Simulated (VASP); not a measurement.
# Si2AgAs3 (P6/mmm) in VASP: further runs

The runs below take Si2AgAs3 through single point, relaxation of cell and atoms, with PBE.

Program: VASP 6.6.1. These are calculated values, not measurements. Logs are shortened: lines on timing, memory, paths and dates and some standing lists are left out, and cuts for length are marked.

## Step 1: The cell of the first run

The structure is hexagonal, space group P6/mmm (No. 191). Conventional cell: a = 6.526 Å, b = 6.526 Å, c = 3.452 Å, α = 90.00°, β = 90.00°, γ = 120.00°. Si (site symmetry -6m2) has 6 As at 2.55 Å within 3.4 Å. Ag (site symmetry 6/mmm) has 2 Ag at 3.45 Å and 12 As at 3.69 Å and 6 Si at 3.77 Å within 4.5 Å. Within 3.4 Å of As (site symmetry mmm) lie 4 Si at 2.55 Å and 4 As at 3.26 Å.

## Step 2: Single point, PBE

Input file INCAR:

```
SYSTEM = Si2AgAs3
  ALGO = Normal
  EDIFF = 1E-6
  ENCUT = 520
  GGA = PE
  ISIF = 2
  ISMEAR = 0
  LASPH = .TRUE.
  LCHARG = .TRUE.
  LELF = .TRUE.
  LREAL = .FALSE.
  LVHAR = .TRUE.
  LWAVE = .FALSE.
  NBANDS = 26
  NELM = 60
  PREC = Accurate
  SIGMA = 0.1
```

Input file KPOINTS:

```
k-points
0
G
  6 6 12
  0 0 0
```

Input file POSCAR:

```
Si2AgAs3
1.0
    6.5261143297      0.0000000000      0.0000000000
   -3.2630571649      5.6517807976      0.0000000000
    0.0000000000      0.0000000000      3.4518072888
Si Ag As
2 1 3
Direct
    0.6666666667      0.3333333333      0.0000000000
    0.3333333333      0.6666666667      0.0000000000
    0.0000000000      0.0000000000      0.0000000000
    0.5000000000      0.0000000000      0.5000000000
    0.0000000000      0.5000000000      0.5000000000
    0.5000000000      0.5000000000      0.5000000000
```

Potentials or basis: VASP PAW PBE potentials, release 64 (Si, Ag, As).

The run is started by

```
$ cat potpaw_PBE.64/Si/POTCAR potpaw_PBE.64/Ag/POTCAR potpaw_PBE.64/As/POTCAR > POTCAR
$ mpirun -np 1 vasp_std > vasp.out
```

OUTCAR:

```text
SYSTEM = Si2AgAs3
   EDIFF = 1E-6
   ENCUT = 520
   GGA = PE
   ISIF = 2
   ISMEAR = 0
   LASPH = .TRUE.
   LREAL = .FALSE.
   NELM = 60
   PREC = Accurate

 ion  position               nearest neighbor table
   1  0.667  0.333  0.000-   5 2.55   5 2.55   4 2.55   4 2.55   6 2.55   6 2.55
   2  0.333  0.667  0.000-   5 2.55   5 2.55   4 2.55   4 2.55   6 2.55   6 2.55
   3  0.000  0.000  0.000-
   4  0.500  0.000  0.500-   1 2.55   2 2.55   1 2.55   2 2.55
   5  0.000  0.500  0.500-   1 2.55   2 2.55   1 2.55   2 2.55
   6  0.500  0.500  0.500-   1 2.55   2 2.55   1 2.55   2 2.55

  LATTYP: Found a hexagonal cell.
 ALAT       =     6.5261143297
 C/A-ratio  =     0.5289222828

  Lattice vectors:

 A1 = (   6.5261143297,   0.0000000000,   0.0000000000)
 A2 = (  -3.2630571649,   5.6517807976,   0.0000000000)
 A3 = (   0.0000000000,   0.0000000000,   3.4518072888)

Analysis of symmetry for initial positions (statically):
=====================================================================
 Subroutine PRICEL returns:
 Original cell was already a primitive cell.

 Routine SETGRP: Setting up the symmetry group for a
 hexagonal supercell.

 Subroutine GETGRP returns: Found 24 space group operations
 (whereof 24 operations were pure point group operations)
 out of a pool of 24 trial point group operations.

The static configuration has the point symmetry D_6h.

Analysis of symmetry for dynamics (positions and initial velocities):
=====================================================================
 Subroutine PRICEL returns:
 Original cell was already a primitive cell.

 Routine SETGRP: Setting up the symmetry group for a
 hexagonal supercell.

 Subroutine GETGRP returns: Found 24 space group operations
 (whereof 24 operations were pure point group operations)
 out of a pool of 24 trial point group operations.

The dynamic configuration has the point symmetry D_6h.

 Subroutine INISYM returns: Found 24 space group operations
 (whereof 24 operations are pure point group operations),
 and found     1 'primitive' translations

----------------------------------------------------------------------------------------

                                     Primitive cell

  volume of cell :     127.3170

  direct lattice vectors                    reciprocal lattice vectors
     6.526114330  0.000000000  0.000000000     0.153230536  0.088467691  0.000000000
    -3.263057165  5.651780798  0.000000000     0.000000000  0.176935383  0.000000000
[... 91 lines left out ...]
   ENCUT  =  520.0 eV  38.22 Ry    6.18 a.u.  12.13 12.13  6.42*2*pi/ulx,y,z
   NELM   =     60;   NELMIN=  2; NELMDL= -5     # of ELM steps
   EDIFF  = 0.1E-05   stopping-criterion for ELM
   LREAL  =      F    real-space projection
   EDIFFG = 0.1E-04   stopping-criterion for IOM
   NSW    =      0    number of steps for IOM
   IBRION =     -1    ionic relax: 0-MD 1-quasi-New 2-CG
   NFREE  =      0    steps in history (QN), initial steepest desc. (CG)
   ISIF   =      2    stress and relaxation
   ISYM   =      2    0-nonsym 1-usesym 2-fastsym
   POTIM  = 0.5000    time-step for ionic-motion
   TEBEG  =    0.0;   TEEND  =   0.0 temperature during run
   PSTRESS=    0.0 pullay stress
   NELECT =      34.0000    total number of electrons
   NUPDOWN=      -1.0000    fix difference up-down
   EMIN   =  10.00;   EMAX   =-10.00  energy-range for DOS
   EFERMI =   0.00;   METHOD = LEGACY
   ISMEAR =     0;   SIGMA  =   0.10  broadening in eV -4-tet -1-fermi 0-gaus
   EFERMI_NEDOS =   21; number of points for ismear=-14 and -15
   IALGO  =     38    algorithm
   IMIX   =      4    mixing-type and parameters
     AMIX     =   0.40;   BMIX     =  1.00
     AMIX_MAG =   1.60;   BMIX_MAG =  1.00
  volume/ion in A,a.u.               =      21.22       143.20
  Fermi-wavevector in a.u.,A,eV,Ry     =   1.054239  1.992222 15.121777  1.111419
  Thomas-Fermi vector in A             =   2.189391
   LORBIT       =      0    0 simple, 1 ext, 2 COOP (PROOUT), +10 PAW based schemes
   GGA     = PE    functional components
   LHFCALC =     F    Hartree Fock is set to
   AEXX    =    0.0000 exact exchange contribution
   IVDW    =     0    specifies the selected vdW correction
   LEPSILON=     F    determine dielectric tensor
   LRPA    =     F    only Hartree local field effects (RPA)
 non-spin polarized calculation
 Gauss-broadening in eV      SIGMA  =   0.10
  energy-cutoff  :      520.00
  volume of cell :      127.32
 maximum number of plane-waves:      3452
 NGX is ok and might be reduce to    50
   NGX = 25   NGY = 25   NGZ = 13

 number of electron      34.0000000 magnetization

 Free energy of the ion-electron system (eV)
  ---------------------------------------------------
  ext. energy  EPLUGINS =         0.00000000
  ---------------------------------------------------
  free energy    TOTEN  =       -24.22869808 eV

  energy without entropy =      -24.21211781  energy(sigma->0) =      -24.22040794

 E-fermi :   5.4150     XC(G=0):  -9.9474

 val. band max:        5.4098749245   @ k =   0.3333   0.1667   0.5000
 cond. band min:       5.4186888773   @ k =   0.0000   0.0000   0.4167
 fundamental gap:      0.0088139528
 Fermi energy:         5.4149707049

 k-point     1 :       0.0000    0.0000    0.0000
  band No.  band energies     occupation
      1      -8.6801      2.00000
      2      -5.7018      2.00000
      3      -5.7018      2.00000
      4      -4.5075      2.00000
      5       0.5833      2.00000
      6       0.5833      2.00000
[... 685 lines left out ...]
     25      10.6442      0.00000
     26      11.7611      0.00000

 [... further k-points ...]
[... 5 lines left out ...]
  --------------------------------------------------------------------------------------
  -------------------------------------------------------------------------------------
  Total        0.0849775      0.0849775      0.1468779     -0.0000000      0.0000000     -0.0000000
  in kB        1.0693700      1.0693700      1.8483343     -0.0000000      0.0000000     -0.0000000
  external PRESSURE =       1.3290248 kB  Pullay stress =       0.0000000 kB

 VOLUME and BASIS-vectors are now :
 -----------------------------------------------------------------------------
  energy-cutoff  :      520.00
  volume of cell :      127.32
      direct lattice vectors                 reciprocal lattice vectors
     6.526114330  0.000000000  0.000000000     0.153230536  0.088467691  0.000000000
    -3.263057165  5.651780798  0.000000000     0.000000000  0.176935383  0.000000000
     0.000000000  0.000000000  3.451807289     0.000000000  0.000000000  0.289703311

 POSITION                                       TOTAL-FORCE (eV/Angst)
 -----------------------------------------------------------------------------------
      3.26306      1.88393      0.00000         0.000000     -0.000000      0.000000
     -0.00000      3.76785      0.00000        -0.000000      0.000000     -0.000000
      0.00000      0.00000      0.00000        -0.000000      0.000000     -0.000000
      3.26306      0.00000      1.72590        -0.000000      0.000000     -0.000000
     -1.63153      2.82589      1.72590        -0.000000      0.000000     -0.000000
      1.63153      2.82589      1.72590        -0.000000      0.000000     -0.000000
 -----------------------------------------------------------------------------------
    total drift:                               -0.000000      0.000000     -0.000000

  FREE ENERGIE OF THE ION-ELECTRON SYSTEM (eV)
  ---------------------------------------------------
  free  energy   TOTEN  =       -24.2286980823 eV

  energy  without entropy=      -24.2121178059  energy(sigma->0) =      -24.22040794
```

OSZICAR:

```text
N       E                     dE             d eps       ncg     rms          rms(c)
DAV:   1     0.137069735797E+03    0.13707E+03   -0.13970E+04  2556   0.111E+03
DAV:   2    -0.161114435549E+02   -0.15318E+03   -0.14358E+03  3058   0.197E+02
DAV:   3    -0.246274017073E+02   -0.85160E+01   -0.83023E+01  3182   0.442E+01
DAV:   4    -0.247410042869E+02   -0.11360E+00   -0.11338E+00  2892   0.564E+00
DAV:   5    -0.247426763982E+02   -0.16721E-02   -0.16715E-02  3208   0.702E-01    0.575E+00
DAV:   6    -0.242613658744E+02    0.48131E+00   -0.13994E+00  2922   0.993E+00    0.389E+00
DAV:   7    -0.242346657263E+02    0.26700E-01   -0.20523E-01  2946   0.283E+00    0.173E+00
DAV:   8    -0.242290706978E+02    0.55950E-02   -0.18298E-02  3100   0.743E-01    0.397E-01
DAV:   9    -0.242287366554E+02    0.33404E-03   -0.29340E-03  2782   0.407E-01    0.841E-02
DAV:  10    -0.242286897123E+02    0.46943E-04   -0.33568E-04  2848   0.144E-01    0.346E-02
DAV:  11    -0.242286998525E+02   -0.10140E-04   -0.43668E-05  2946   0.379E-02    0.155E-02
DAV:  12    -0.242286982466E+02    0.16058E-05   -0.70083E-06  2974   0.134E-02    0.230E-03
DAV:  13    -0.242286980823E+02    0.16433E-06   -0.37414E-07  1514   0.307E-03
   1 F= -.24228698E+02 E0= -.24220408E+02  d E =-.165803E-01
```

stdout:

```text
POSCAR found type information on POSCAR SiAgAs
 POSCAR found :  3 types and       6 ions
 scaLAPACK will be used
 LDA part: xc-table for (Slater+PW92), standard interpolation
 POSCAR, INCAR and KPOINTS ok, starting setup
 FFT: planning ... GRIDC
 FFT: planning ... GRID_SOFT
 FFT: planning ... GRID
 WAVECAR not read
 entering main loop
```

Run time: 3.9 min. Hardware: 1 thread of Oxide Virtual Turin-like, shared host; peak memory 0.31 GiB.

Results:

```
Free energy            : -24.2287 eV
Pressure               : 0.1 GPa
Band gap on the k mesh : zero (band 17 reaches 6.22 eV, above the bottom of band 18 at 4.74 eV)
```

Levels at points of the mesh, in eV from the Fermi level:
```csv
k point,band 14,band 15,band 16,band 17,band 18,band 19,band 20,band 21
"(0.00, 0.00, 0.00)",-1.20,-0.26,-0.26,0.59,0.59,1.10,1.25,2.59
"(0.50, 0.00, 0.00)",-1.92,-1.24,-0.16,0.58,0.62,0.71,1.53,2.67
"(0.00, 0.00, 0.50)",-2.25,-2.25,-0.48,-0.48,1.23,1.42,1.59,1.59
"(0.50, 0.00, 0.50)",-2.89,-1.72,-1.31,-1.30,-0.47,0.59,0.99,1.73
```

## Step 3: Relaxation of cell and atoms, PBE

This run uses another cell than the first one, of 21.17 Å³/atom, 0.998 times its volume.

Input file INCAR:

```
SYSTEM = Si2AgAs3
PREC = Accurate
ENCUT = 600
EDIFF = 1E-6
ISMEAR = 0
SIGMA = 0.1
LREAL = .False.
LASPH = .True.
NELM = 100
ALGO = Normal
ISIF = 3
LWAVE = .False.
LCHARG = .False.
GGA = PE
IBRION = 2
NSW = 100
EDIFFG = -0.01
```

Input file KPOINTS:

```
Automatic mesh
0
Gamma
  6 6 12
  0 0 0
```

Changes to POSCAR since step 2:

```diff
@@ -2,5 +2,5 @@
 1.0
-    6.5261143297      0.0000000000      0.0000000000
-   -3.2630571649      5.6517807976      0.0000000000
-    0.0000000000      0.0000000000      3.4518072888
+    6.6037620007      0.0000000000      0.0000000000
+   -3.3018810004      5.7190256532      0.0000000000
+    0.0000000000      0.0000000000      3.3633104126
 Si Ag As
```

Potentials or basis: VASP PAW PBE potentials, release 64 (Si, Ag, As).

The run is started by

```
$ cat potpaw_PBE.64/Si/POTCAR potpaw_PBE.64/Ag/POTCAR potpaw_PBE.64/As/POTCAR > POTCAR
$ mpirun -np 1 vasp_std > vasp.out
```

It took 18 min on 1 thread of Oxide Virtual Turin-like, shared host; peak memory 0.37 GiB.

Results (log left out):

| Item | Value |
| --- | --- |
| Free energy | -24.2287 eV |
| Relaxed volume | 21.28 Å³/atom |
| Relaxed cell | a = 6.532 Å, b = 6.532 Å, c = 3.456 Å, α = 90.00°, β = 90.00°, γ = 120.00° |
| Space group after relaxing (to 0.05 Å) | P6/mmm (No. 191) |
| Energy gained by relaxing | 3.6 meV/atom |
| Ionic steps | 6 |
| Pressure after relaxing | -0.1 GPa |
| Band gap on the k mesh | zero (band 17 reaches 6.19 eV, above the bottom of band 18 at 4.71 eV) |

The path:
```
step  energy change (eV)  largest force (eV/Å)  pressure (GPa)  volume (Å³)
   1              0.0000                0.0000            0.55       127.02
   2             -0.0088                0.0000           -0.13       128.35
   3             -0.0109                0.0000           -0.70       129.54
   4             -0.0166                0.0000           -0.67       129.25
   5             -0.0189                0.0000           -0.64       128.96
   6             -0.0217                0.0000           -0.05       127.69
```

Final structure:
```xyz
6
Lattice="6.5317 0.0000 0.0000 -3.2659 5.6566 0.0000 0.0000 0.0000 3.4559" Properties=species:S:1:pos:R:3 pbc="T T T"
Si    3.2659    1.8856    3.4559
Si    0.0000    3.7711    0.0000
Ag    0.0000    0.0000    0.0000
As    3.2659    0.0000    1.7279
As   -1.6329    2.8283    1.7279
As    1.6329    2.8283    1.7279
```

Levels at points of the mesh, in eV from the Fermi level:
```csv
k point,band 15,band 16,band 17,band 18,band 19,band 20
"(0.00, 0.00, 0.00)",-0.26,-0.26,0.58,0.58,1.10,1.24
"(0.50, 0.00, 0.00)",-1.24,-0.17,0.58,0.62,0.71,1.52
"(0.00, 0.00, 0.50)",-2.24,-0.48,-0.48,1.23,1.41,1.59
"(0.50, 0.00, 0.50)",-1.72,-1.31,-1.29,-0.47,0.59,0.99
```
